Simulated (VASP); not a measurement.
The system is InAgF2.

```
CELL_PARAMETERS angstrom
3.41025 0.00000 0.00000
-1.70512 2.95336 0.00000
0.00000 0.00000 5.61757
ATOMIC_POSITIONS crystal
In 0.00000 0.00000 0.00000
Ag 0.00000 0.00000 0.50000
F 0.33333 0.66667 0.75872
F 0.66667 0.33333 0.24128
```

- Program: VASP 6.6.1
- Task: relaxation of cell and atoms
- Functional: PBE
- Potentials or basis: VASP PAW PBE potentials, release 64 (In_d, Ag, F)
- Cutoff: 600 eV
- k mesh: 6 × 6 × 4
- Occupations: gaussian, width 0.1 eV
- Spin: no spin polarisation

At the start: pressure 23.7 GPa; volume 14.14 Å³/atom.

Question: Where does the relaxation end?

Answer: Over 11 steps the energy falls by 276.6 meV/atom and the volume is 18.39 Å³/atom (+30.0 %); space group P-3m1 (No. 164, to 0.1 Å) before and after.

The path:
```tsv
step	energy change (eV)	largest force (eV/Å)	pressure (GPa)	volume (Å³)
1	0.0000	0.7202	23.74	56.58
2	-0.9997	0.4375	-0.94	75.53
3	-1.0022	0.4348	0.03	73.89
4	-1.0025	0.4365	-0.19	74.26
5	-1.0250	0.4216	-0.17	74.24
6	-1.0764	0.2628	-0.17	74.13
7	-1.0910	0.0507	0.02	73.79
8	-1.0988	0.0650	-0.11	73.94
9	-1.1024	0.0475	0.05	73.60
10	-1.1053	0.0000	0.51	72.89
11	-1.1066	0.0225	-0.01	73.56
```

Final structure:
```
In Ag F
1.0
     3.75506    0.00000    0.00000
    -1.87753    3.25198    0.00000
     0.00000    0.00000    6.02393
In Ag F
1 1 2
Direct
  0.00000 0.00000 0.00000
  0.00000 0.00000 0.50000
  0.33333 0.66667 0.71934
  0.66667 0.33333 0.28066
```

Caveat: the volume moved by over 15 % at a fixed basis, so the end points are rough.
